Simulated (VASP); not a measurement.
Here is a VASP 6.6.1 calculation.

INCAR

```
ALGO     = Normal         # electronic algorithm
EDIFF    = 1E-6           # SCF threshold, eV
ENCUT    = 520            # plane-wave cutoff, eV
GGA      = PE             # functional
ISIF     = 2              # what is computed and relaxed
ISMEAR   = 0              # smearing method
LASPH    = T              # aspherical terms in the spheres
LCHARG   = F              # write CHGCAR
LREAL    = F              # projectors in reciprocal space
LWAVE    = F              # write WAVECAR
NBANDS   = 19             # bands
NELM     = 100            # most SCF steps
PREC     = Accurate       # precision mode
SIGMA    = 0.1            # smearing width, eV
```

File KPOINTS:

```
k-points
0
Gamma
  10 10 10
```

POSCAR

```
Al5As
1.0
    0.0000000000      3.7678870409      3.7678870409
    3.7678870409      0.0000000000      3.7678870409
    3.7678870409      3.7678870409      0.0000000000
Al As
5 1
Direct
    0.6245339574      0.6245339574      0.6245339574
    0.1263981279      0.6245339574      0.6245339574
    0.6245339574      0.6245339574      0.1263981279
    0.6245339574      0.1263981279      0.6245339574
    0.2500000000      0.2500000000      0.2500000000
    0.0000000000      0.0000000000      0.0000000000
```

Potentials or basis: VASP PAW PBE potentials, release 64 (Al, As).

Run with:

```console
$ cat potpaw_PBE.64/Al/POTCAR potpaw_PBE.64/As/POTCAR > POTCAR
$ mpirun -np 1 vasp_std > vasp.out
```

Question: Predict the band gap on the k mesh.

Answer: Zero (band 10 reaches 8.05 eV, above the bottom of band 11 at 5.45 eV).

Question: Estimate the pressure.

Answer: 0.0 GPa.
